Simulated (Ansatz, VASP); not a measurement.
Two plane-wave programs on BaTe

```
CELL_PARAMETERS angstrom
0.00000 3.57195 3.53239
3.57195 0.00000 3.53239
3.57195 3.57195 0.00000
ATOMIC_POSITIONS crystal
Ba 0.00000 0.00000 0.00000
Te 0.50000 0.50000 0.50000
```

Change from the starting cell: biaxial_xy strain +1.1%.

Alike in both runs: task single point; functional HSE06; k mesh 4 × 4 × 4; no spin polarisation.

|  | VASP | Ansatz |
| --- | --- | --- |
| version | VASP 6.6.1 | Ansatz 0.2.0 |
| potentials or method | VASP PAW PBE potentials, release 64 (Ba_sv, Te) | plane waves, PAW |
| plane-wave cutoff (eV) | 520 | 420 |
| occupations | gaussian, width 0.01 eV | fixed |
| valence electrons in the cell | 16 | 26 |

Ansatz gave:

* gap on the k mesh at the Fermi level (eV): 2.38
* pressure (GPa): -0.8
* traceless stress, the component that is largest in VASP (GPa): 0.39

Q: What did VASP give for the same quantities?

A: gap on the k mesh at the Fermi level (eV): 2.33; pressure (GPa): -0.6; traceless stress, the component that is largest in VASP (GPa): 0.41.

VASP's potentials hold 16 valence electrons a cell and Ansatz's 26, so a difference there can come from the potentials and not from the codes. Ansatz's warnings: stress exchange threshold loose, stress scf threshold loose.

Spin-orbit coupling is off throughout.
